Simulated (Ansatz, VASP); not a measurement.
Two plane-wave programs on In5TeMo2

The input INCAR:

```
ALGO = Normal
EDIFF = 1E-7
EDIFFG = -0.08
ENCUT = 500
GGA = PE
GGA_COMPAT = F
IBRION = 2
ISIF = 3
ISMEAR = 0
LASPH = T
LCHARG = F
LREAL = F
LWAVE = F
NELM = 120
NELMIN = 4
NSW = 36
PREC = Accurate
SIGMA = 0.2
```

Contents of KPOINTS:

```
k-points
0
Gamma
  3 3 3
```

The input POSCAR:

```
In5TeMo2
1.0
    6.4256855800      0.0000000000      0.0000000000
   -3.2128427900      5.5648069500      0.0000000000
    0.0000000000      0.0000000000      5.3164843600
In Te Mo
5 1 2
Direct
    0.5000000000      0.0000000000      0.0000000000
    0.0000000000      0.5000000000      0.0000000000
    0.5000000000      0.5000000000      0.0000000000
    0.3333333300      0.6666666700      0.5000000000
    0.6666666700      0.3333333300      0.5000000000
    0.0000000000      0.0000000000      0.5000000000
    0.3333333300      0.6666666700      0.0000000000
    0.6666666700      0.3333333300      0.0000000000
```

Input for Ansatz:

```yaml
crystal:
  lattice:
    - [6.42568558, 0.0, 0.0]
    - [-3.21284279, 5.56480695, 0.0]
    - [0.0, 0.0, 5.31648436]
  atoms:
    - { symbol: In, position: [0.5, 0.0, 0.0] }
    - { symbol: In, position: [0.0, 0.5, 0.0] }
    - { symbol: In, position: [0.5, 0.5, 0.0] }
    - { symbol: In, position: [0.33333333, 0.66666667, 0.5] }
    - { symbol: In, position: [0.66666667, 0.33333333, 0.5] }
    - { symbol: Te, position: [0.0, 0.0, 0.5] }
    - { symbol: Mo, position: [0.33333333, 0.66666667, 0.0] }
    - { symbol: Mo, position: [0.66666667, 0.33333333, 0.0] }
basis:
  ecutwfc: 420
kpoints:
  mp_grid: { grid: [3, 3, 3] }
hamiltonian:
  xc: pbe
scf:
  occupations: { method: gaussian, width: 0.2 }
  lower_state_search: "off"
output:
  forces: true
  stress: true
  eigenvalues: true
relax:
  adjacent_minimum: "off"
  f_tol: 0.08
  max_steps: 16
  cell: { stress_tol: 0.8 }
```

Alike in both runs: task relaxation of cell and atoms; functional PBE; k mesh 3 × 3 × 3; occupations gaussian, width 0.2 eV; no spin polarisation.

|  | VASP | Ansatz |
| --- | --- | --- |
| version | VASP 6.6.1 | Ansatz 0.2.0 |
| potentials or method | VASP PAW PBE potentials, release 64 (In_d, Te, Mo_sv), cutoff 500 eV | scalar-relativistic, plane waves, PAW |
| valence electrons in the cell | 99 | 109 |

```tsv
	VASP	Ansatz	Ansatz less VASP
gap on the k mesh at the Fermi level, each at its own relaxed structure (eV)	none	none	-
relaxed volume (Å³/atom)	48.59	47.81	-0.780
relaxed length of the cell vector where the two differ most in proportion (Å)	9.177	9.094	-0.0825
```

A gap of «none» marks a metal or a gap that the smearing closes. VASP's potentials hold 99 valence electrons a cell and Ansatz's 109, so a difference there can come from the potentials and not from the codes.

The k mesh is coarse, so the values compare programs but aren't converged. Spin-orbit coupling is off throughout. Noted on VASP's run: the volume moved by over 15 % at a fixed basis, so the end points are rough.
